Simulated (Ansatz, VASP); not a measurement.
# Two plane-wave programs on Zn5S4

```
CELL_PARAMETERS angstrom
3.84887 0.00000 0.00000
0.00000 3.84887 0.00000
0.00000 0.00000 25.88626
ATOMIC_POSITIONS crystal
Zn 0.50000 0.50000 0.28636
Zn 0.00000 0.00000 0.39460
Zn 0.50000 0.50000 0.50000
Zn 0.00000 0.00000 0.60540
Zn 0.50000 0.50000 0.71364
S 0.50000 0.00000 0.34099
S 0.00000 0.50000 0.44733
S 0.50000 0.00000 0.55267
S 0.00000 0.50000 0.65901
```

Alike in both runs: functional PBE; k mesh 7 × 7 × 1; occupations gaussian, width 0.05 eV; no spin polarisation.

Ansatz relaxed the structure, and its values are those at the end. VASP's run is a single point on that final structure, the one shown.

```csv
,VASP,Ansatz
version,VASP 6.6.1,Ansatz 0.2.0
potentials or method,"VASP PAW PBE potentials, release 64 (Zn, S), cutoff 520 eV","scalar-relativistic, plane waves, PAW"
valence electrons in the cell,84,84
```

Ansatz gave:

```
gap on the k mesh at the Fermi level (eV) : none
rms of the force components (eV/Å)        : 0.002
```

Problem. Estimate VASP's values.

Solution. gap on the k mesh at the Fermi level (eV): none; rms of the force components (eV/Å): 0.006.

A gap of «none» marks a metal or a gap that the smearing closes. The functional is the same, so the differences come from potentials, cutoffs and numerics. Ansatz's warnings: xc potential rough in thin density.
